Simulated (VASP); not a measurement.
Crystal: CaSe.

```
Ca Se
1.0
     3.68894    0.05416    0.05416
     0.05416    3.68894    0.05416
     0.05416    0.05416    3.68894
Ca Se
1 1
Direct
  0.00000 0.00000 0.00000
  0.50000 0.50000 0.50000
```

This cell differs from its parent crystal: strain along [111] +4.5%.

Base run:

* Program: VASP 6.6.1
* Functional: r2SCAN
* Potentials or basis: VASP PAW PBE potentials, release 64 (Ca_sv, Se)
* Cutoff: 520 eV
* k mesh: 8 × 8 × 8
* Occupations: gaussian, width 0.01 eV
* Spin: no spin polarisation

Its results: band gap on the k mesh 1.32 eV; pressure -2.0 GPa.

The run is repeated on the same cell with these changes: functional from r2SCAN to PBE; occupations from gaussian, width 0.01 eV to fermi-dirac, width 0.02 eV. What comes out?

Band gap on the k mesh 0.84 eV; pressure -1.3 GPa.

Caveats: the structure was generated, so it needn't be the stable form of CaSe; the PAW data sets were made with another functional, which shifts forces and pressure a little (at least some runs).

A k mesh can miss the band edges.
